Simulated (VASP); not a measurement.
# SnSe2 (P1) in VASP: single point with PBE

Aim: the single point of SnSe2 with PBE.

All numbers are computed with VASP 6.6.1; they aren't measurements. Logs are shortened: lines on timing, memory, paths and dates and some standing lists are left out, and cuts for length are marked.

## 1. The cell of the first run

The typed cell holds 3 atoms: a = 3.811 Å, b = 3.811 Å, c = 6.137 Å, α = 90.00°, β = 90.00°, γ = 120.00°.

## 2. Single point, PBE (atom 2 (Se) moved by (-0.600, +0.600) A along x and z)

INCAR reads:

```
PREC = Accurate
ENCUT = 520
EDIFF = 1E-7
ISMEAR = 0
SIGMA = 0.05
LREAL = F
LASPH = T
NELM = 60
ALGO = Normal
ISIF = 2
LWAVE = F
LCHARG = F
GGA = PE
NBANDS = 20
```

KPOINTS reads:

```
regular mesh
0
Gamma
  12 12 6
```

POSCAR reads:

```
SnSe2
1.0
    3.8109987816      0.0000000000      0.0000000000
   -1.9054993908      3.3004217586      0.0000000000
    0.0000000000      0.0000000000      6.1370000000
Sn Se
1 2
Direct
    0.0000000000      0.0000000000      0.0000000000
    0.1758942906      0.6666666667      0.3477676389
    0.6666666667      0.3333333333      0.7500000000
```

Potentials or basis: VASP PAW PBE potentials, release 64 (Sn_d, Se).

Run with:

```bash
cat potpaw_PBE.64/Sn_d/POTCAR potpaw_PBE.64/Se/POTCAR > POTCAR
mpirun -np 1 vasp_std > vasp.out
```

OUTCAR:

```text
PREC = Accurate
   ENCUT = 520
   EDIFF = 1E-7
   ISMEAR = 0
   LREAL = F
   LASPH = T
   NELM = 60
   ISIF = 2
   GGA = PE

 ion  position               nearest neighbor table
   1  0.000  0.000  0.000-   3 2.68   3 2.68   3 2.68   2 2.73   2 3.12
   2  0.176  0.667  0.348-   1 2.73   1 3.12
   3  0.667  0.333  0.750-   1 2.68   1 2.68   1 2.68

  LATTYP: Found a hexagonal cell.
 ALAT       =     3.8109987816
 C/A-ratio  =     1.6103390087

  Lattice vectors:

 A1 = (   3.8109987816,   0.0000000000,   0.0000000000)
 A2 = (  -1.9054993908,   3.3004217586,   0.0000000000)
 A3 = (   0.0000000000,   0.0000000000,   6.1370000000)

Analysis of symmetry for initial positions (statically):
=====================================================================
 Subroutine PRICEL returns:
 Original cell was already a primitive cell.

 Routine SETGRP: Setting up the symmetry group for a
 hexagonal supercell.

 Subroutine GETGRP returns: Found  1 space group operations
 (whereof  1 operations were pure point group operations)
 out of a pool of 24 trial point group operations.

The static configuration has the point symmetry C_1 .

Analysis of symmetry for dynamics (positions and initial velocities):
=====================================================================
 Subroutine PRICEL returns:
 Original cell was already a primitive cell.

 Routine SETGRP: Setting up the symmetry group for a
 hexagonal supercell.

 Subroutine GETGRP returns: Found  1 space group operations
 (whereof  1 operations were pure point group operations)
 out of a pool of 24 trial point group operations.

The dynamic configuration has the point symmetry C_1 .

 Subroutine INISYM returns: Found  1 space group operations
 (whereof  1 operations are pure point group operations),
 and found     1 'primitive' translations

----------------------------------------------------------------------------------------

                                     Primitive cell

  volume of cell :      77.1906

  direct lattice vectors                    reciprocal lattice vectors
     3.810998782  0.000000000  0.000000000     0.262398405  0.151495789  0.000000000
    -1.905499391  3.300421759  0.000000000     0.000000000  0.302991579  0.000000000
     0.000000000  0.000000000  6.137000000     0.000000000  0.000000000  0.162946065

  length of vectors
     3.810998782  3.810998782  6.137000000     0.302991579  0.302991579  0.162946065

  position of ions in fractional coordinates (direct lattice)
     0.000000000  0.000000000  0.000000000
     0.175894291  0.666666667  0.347767639
     0.666666667  0.333333333  0.750000000

  ion indices of the primitive-cell ions
   primitive index   ion index
                 1           1
                 2           2
                 3           3

----------------------------------------------------------------------------------------

 KPOINTS: regular mesh

Automatic generation of k-mesh.
 Grid dimensions read from file:
 generate k-points for:   12   12    6

 Generating k-lattice:

  Cartesian coordinates                     Fractional coordinates (reciprocal lattice)
     0.021866534  0.012624649  0.000000000     0.083333333 -0.000000000  0.000000000
     0.000000000  0.025249298  0.000000000     0.000000000  0.083333333  0.000000000
     0.000000000  0.000000000  0.027157677     0.000000000  0.000000000  0.166666667

  Length of vectors
     0.025249298  0.025249298  0.027157677

  Shift w.r.t. Gamma in fractional coordinates (k-lattice)
     0.000000000  0.000000000  0.000000000

 Subroutine IBZKPT returns following result:
 ===========================================

 Found    436 irreducible k-points:

 Following reciprocal coordinates:
            Coordinates               Weight
  0.000000  0.000000  0.000000      1.000000
  0.083333  0.000000  0.000000      2.000000
  0.000000  0.083333  0.000000      2.000000
 -0.083333  0.083333  0.000000      2.000000
  0.166667  0.000000  0.000000      2.000000
  0.000000  0.166667  0.000000      2.000000
[... 16 lines left out ...]
  0.166667  0.083333  0.000000      2.000000
 -0.083333  0.250000  0.000000      2.000000
 [... further k-points ...]
   k-points           NKPTS =    436   k-points in BZ     NKDIM =    436   number of bands    NBANDS=     20
   number of dos      NEDOS =    301   number of ions     NIONS =      3
   total plane-waves  NPLWV =  37632
   dimension x,y,z NGX =    28 NGY =   28 NGZ =   48
   dimension x,y,z NGXF=    56 NGYF=   56 NGZF=   96
   ions per type =               1   2
   NGX,Y,Z   is equivalent  to a cutoff of  12.21, 12.21, 13.00 a.u.
   NGXF,Y,Z  is equivalent  to a cutoff of  24.43, 24.43, 26.01 a.u.
 SYSTEM =  unknown system
   PREC   = accura    normal or accurate (medium, high low for compatibility)
   ISTART =      0    job   : 0-new  1-cont  2-samecut
   ICHARG =      2    charge: 1-file 2-atom 10-const
   ISPIN  =      1    spin polarized calculation?
   LNONCOLLINEAR =      F non collinear calculations
   LSORBIT =      F    spin-orbit coupling
   LASPH  =      T    aspherical Exc in radial PAW
   ENCUT  =  520.0 eV  38.22 Ry    6.18 a.u.   7.09  7.09 11.41*2*pi/ulx,y,z
   NELM   =     60;   NELMIN=  2; NELMDL= -5     # of ELM steps
   EDIFF  = 0.1E-06   stopping-criterion for ELM
   LREAL  =      F    real-space projection
   EDIFFG = 0.1E-05   stopping-criterion for IOM
   NSW    =      0    number of steps for IOM
   IBRION =     -1    ionic relax: 0-MD 1-quasi-New 2-CG
   NFREE  =      0    steps in history (QN), initial steepest desc. (CG)
   ISIF   =      2    stress and relaxation
   ISYM   =      2    0-nonsym 1-usesym 2-fastsym
   POTIM  = 0.5000    time-step for ionic-motion
   TEBEG  =    0.0;   TEEND  =   0.0 temperature during run
   PSTRESS=    0.0 pullay stress
   NELECT =      26.0000    total number of electrons
   NUPDOWN=      -1.0000    fix difference up-down
   EMIN   =  10.00;   EMAX   =-10.00  energy-range for DOS
   EFERMI =   0.00;   METHOD = LEGACY
   ISMEAR =     0;   SIGMA  =   0.05  broadening in eV -4-tet -1-fermi 0-gaus
   EFERMI_NEDOS =   21; number of points for ismear=-14 and -15
   IALGO  =     38    algorithm
   IMIX   =      4    mixing-type and parameters
     AMIX     =   0.40;   BMIX     =  1.00
     AMIX_MAG =   1.60;   BMIX_MAG =  1.00
  volume/ion in A,a.u.               =      25.73       173.64
  Fermi-wavevector in a.u.,A,eV,Ry     =   1.139054  2.152501 17.652812  1.297445
  Thomas-Fermi vector in A             =   2.275758
   LORBIT       =      0    0 simple, 1 ext, 2 COOP (PROOUT), +10 PAW based schemes
   GGA     = PE    functional components
   LHFCALC =     F    Hartree Fock is set to
   AEXX    =    0.0000 exact exchange contribution
   IVDW    =     0    specifies the selected vdW correction
   LEPSILON=     F    determine dielectric tensor
   LRPA    =     F    only Hartree local field effects (RPA)
 non-spin polarized calculation
 Gauss-broadening in eV      SIGMA  =   0.05
  energy-cutoff  :      520.00
  volume of cell :       77.19
 maximum number of plane-waves:      2109
   NGX = 15   NGY = 15   NGZ = 23

 number of electron      26.0000006 magnetization

 Free energy of the ion-electron system (eV)
  ---------------------------------------------------
  ext. energy  EPLUGINS =         0.00000000
  ---------------------------------------------------
  free energy    TOTEN  =       -11.03273845 eV

  energy without entropy =      -11.03062813  energy(sigma->0) =      -11.03168329

 E-fermi :   4.8170     XC(G=0):  -9.6531

 val. band max:        4.8149910644   @ k =   0.0000   0.0000   0.0000
 cond. band min:       4.8174162965   @ k =   0.0000   0.4167   0.5000
 fundamental gap:      0.0024252322
 Fermi energy:         4.8170337318

 k-point     1 :       0.0000    0.0000    0.0000
  band No.  band energies     occupation
      1     -16.9605      2.00000
      2     -16.9458      2.00000
      3     -16.9006      2.00000
      4     -16.8878      2.00000
      5     -16.8790      2.00000
      6      -9.7309      2.00000
[... 12 lines left out ...]
     19      13.2095      0.00000
     20      13.4554      0.00000

 k-point     2 :       0.0833    0.0000    0.0000
  band No.  band energies     occupation
      1     -16.9619      2.00000
      2     -16.9427      2.00000
      3     -16.9006      2.00000
      4     -16.8879      2.00000
      5     -16.8797      2.00000
      6      -9.6657      2.00000
[... 12 lines left out ...]
     19      12.6991      0.00000
     20      13.2896      0.00000

 k-point     3 :       0.0000    0.0833    0.0000
  band No.  band energies     occupation
      1     -16.9603      2.00000
      2     -16.9446      2.00000
      3     -16.9004      2.00000
      4     -16.8887      2.00000
      5     -16.8791      2.00000
      6      -9.6664      2.00000
[... 12 lines left out ...]
     19      12.7107      0.00000
     20      13.2039      0.00000

 k-point     4 :      -0.0833    0.0833    0.0000
  band No.  band energies     occupation
      1     -16.9588      2.00000
      2     -16.9465      2.00000
      3     -16.9008      2.00000
      4     -16.8886      2.00000
      5     -16.8784      2.00000
      6      -9.6690      2.00000
[... 12 lines left out ...]
     19      12.5033      0.00000
     20      13.2824      0.00000

 k-point     5 :       0.1667    0.0000    0.0000
  band No.  band energies     occupation
      1     -16.9667      2.00000
      2     -16.9345      2.00000
      3     -16.9013      2.00000
      4     -16.8870      2.00000
      5     -16.8813      2.00000
      6      -9.4759      2.00000
[... 12 lines left out ...]
     19      12.2975      0.00000
     20      13.3242      0.00000
[... 353 lines left out ...]
      6      -9.5465      2.00000
[... 12 lines left out ...]
     19      12.3525      0.00000
     20      13.3127      0.00000

 k-point    22 :      -0.1667    0.0833    0.0000
  band No.  band energies     occupation
      1     -16.9619      2.00000
      2     -16.9413      2.00000
      3     -16.9021      2.00000
      4     -16.8875      2.00000
      5     -16.8790      2.00000
      6      -9.5442      2.00000
[... 12 lines left out ...]
     19      12.2128      0.00000
     20      13.1896      0.00000

 k-point    23 :       0.1667    0.0833    0.0000
  band No.  band energies     occupation
      1     -16.9712      2.00000
      2     -16.9266      2.00000
      3     -16.9019      2.00000
      4     -16.8889      2.00000
      5     -16.8805      2.00000
      6      -9.2918      2.00000
[... 12 lines left out ...]
     19      12.2304      0.00000
     20      13.4358      0.00000

 k-point    24 :      -0.0833    0.2500    0.0000
  band No.  band energies     occupation
      1     -16.9609      2.00000
      2     -16.9403      2.00000
      3     -16.9039      2.00000
      4     -16.8960      2.00000
      5     -16.8688      2.00000
      6      -9.3115      2.00000
[... 12 lines left out ...]
     19      12.2462      0.00000
     20      13.7437      0.00000

 [... further k-points ...]

------------------------ aborting loop because EDIFF is reached ----------------------------------------

  FORCE on cell =-STRESS in cart. coord.  units (eV):
  Direction    XX          YY          ZZ          XY          YZ          ZX
  --------------------------------------------------------------------------------------
  -------------------------------------------------------------------------------------
  Total        1.5280978      1.5118003     -0.5720835      0.3889603     -0.3582797      0.2154496
  in kB       31.7173839     31.3791112    -11.8742338      8.0733068     -7.4364978      4.4718987
  external PRESSURE =      17.0740871 kB  Pullay stress =       0.0000000 kB

 VOLUME and BASIS-vectors are now :
 -----------------------------------------------------------------------------
  energy-cutoff  :      520.00
  volume of cell :       77.19
      direct lattice vectors                 reciprocal lattice vectors
     3.810998782  0.000000000  0.000000000     0.262398405  0.151495789  0.000000000
    -1.905499391  3.300421759  0.000000000     0.000000000  0.302991579  0.000000000
     0.000000000  0.000000000  6.137000000     0.000000000  0.000000000  0.162946065

 POSITION                                       TOTAL-FORCE (eV/Angst)
 -----------------------------------------------------------------------------------
      0.00000      0.00000      0.00000         0.060973      0.189141      1.824619
     -0.60000      2.20028      2.13425         0.257803     -0.090378     -1.336722
      1.90550      1.10014      4.60275        -0.318776     -0.098763     -0.487897
 -----------------------------------------------------------------------------------
    total drift:                               -0.000149      0.000023      0.000087

  FREE ENERGIE OF THE ION-ELECTRON SYSTEM (eV)
  ---------------------------------------------------
  free  energy   TOTEN  =       -11.0327384532 eV

  energy  without entropy=      -11.0306281274  energy(sigma->0) =      -11.03168329
```

Run time: 5.2 min. Hardware: 1 thread of Intel Xeon 6975P-C (Granite Rapids), shared host; peak memory 0.69 GiB.

What came out:

| Item | Value |
| --- | --- |
| Free energy | -11.0327 eV |
| Pressure | 1.7 GPa |
| Largest force | 1.835 eV/Å |
| Band gap on the k mesh | zero (bands 13 and 14 overlap by 1.08 eV) |

Forces on the atoms (eV/Å):
```
Sn   0.061  0.189  1.825
Se   0.258 -0.090 -1.337
Se  -0.319 -0.099 -0.488
```

Caveat: the cell differs from its parent crystal (atom 2 (Se) moved by (-0.600, +0.600) A along x and z); spin-orbit coupling is left out, which moves the levels of the heavy elements; forces of over 1 eV/Å act on the atoms, so gaps and moduli don't describe the material at rest.
